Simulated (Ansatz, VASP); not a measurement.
Sc in VASP and in Ansatz

File INCAR:

```
  PREC = Accurate
  ENCUT = 520
  EDIFF = 1E-7
  ISMEAR = -1
  SIGMA = 0.1
  LREAL = F
  LASPH = T
  NELM = 80
  ALGO = Normal
  ISIF = 2
  LWAVE = F
  LCHARG = F
  GGA = B5
  ALDAX = 1.0
  AGGAX = 1.0
  AGGAC = 1.0
  ALDAC = 0.0
  NBANDS = 12
```

Contents of KPOINTS:

```
Automatic mesh
0
Gamma
  14 14 14
```

The input POSCAR:

```
Sc
1.0
   -1.9191466236      1.9191466236      1.9191466236
    1.9191466236     -1.9191466236      1.9191466236
    1.9191466236      1.9191466236     -1.9191466236
Sc
1
Direct
    0.0000000000      0.0000000000      0.0000000000
```

Input for Ansatz:

```yaml
crystal:
  lattice:
    - [-1.9191466236, 1.9191466236, 1.9191466236]
    - [1.9191466236, -1.9191466236, 1.9191466236]
    - [1.9191466236, 1.9191466236, -1.9191466236]
  atoms:
    - { symbol: Sc, position: [0.0, 0.0, 0.0] }
hamiltonian:
  xc: blyp
  pseudopotentials:
    kind: paw
    azcp:
      Sc: "pseudopotentials/Sc.paw.azcp"
basis:
  ecutwfc: 420
  fft_grid_basis: typed
kpoints:
  mp_grid: { grid: [14, 14, 14], shift: [0, 0, 0] }
magnetization:
  spin_polarized: false
scf:
  occupations: { method: fermi_dirac, width: 0.1 }
  lower_state_search: "off"
output:
  stress: true
  write_density: true
  write_potential: true
  elf: true
  volumetric_format: npy
```

Alike in both runs: task single point; functional BLYP; k mesh 14 × 14 × 14; occupations fermi-dirac, width 0.1 eV; no spin polarisation.

|  | VASP | Ansatz |
| --- | --- | --- |
| version | VASP 6.6.1 | Ansatz 0.2.0 |
| potentials or method | VASP PAW PBE potentials, release 64 (Sc_sv), cutoff 520 eV | plane waves (420 eV) with PAW, scalar-relativistic |
| valence electrons in the cell | 11 | 11 |

|  | VASP | Ansatz | Ansatz less VASP |
| --- | --- | --- | --- |
| pressure (GPa) | -4.7 | -4.7 | -0.01 |

VASP's potentials were made for PBE, not for BLYP.
